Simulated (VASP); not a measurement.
Here is a VASP 6.6.1 calculation.

INCAR

```
SYSTEM = InP
ALGO = Normal
EDIFF = 1E-6
ENCUT = 500
GGA = PE
GGA_COMPAT = .False.
ISIF = 2
ISMEAR = 0
LASPH = .True.
LCHARG = .False.
LREAL = .False.
LWAVE = .False.
NBANDS = 16
NELM = 120
PREC = Accurate
SIGMA = 0.1
```

KPOINTS

```
k-points
0
Gamma
  12 12 12
  0 0 0
```

POSCAR

```
InP
1.0
    0.0000000000      2.8036385500      2.8036385500
    2.8036385500      0.0000000000      2.8036385500
    2.8036385500      2.8036385500      0.0000000000
In P
1 1
Direct
    0.0000000000      0.0000000000      0.0000000000
    0.5000000000      0.5000000000      0.5000000000
```

Potentials or basis: VASP PAW PBE potentials, release 64 (In_d, P).

Run with:

```bash
$ cat potpaw_PBE.64/In_d/POTCAR potpaw_PBE.64/P/POTCAR > POTCAR
$ mpirun -np 1 vasp_std > vasp.out
```

(1) Predict the band gap on the k mesh.

(2) Predict the pressure.

Results:

(1) zero (bands 9 and 10 overlap by 2.51 eV).

(2) -2.6 GPa.

Caveat: the cell differs from its parent crystal (strained); spin-orbit coupling is left out, which moves the levels of the heavy elements.
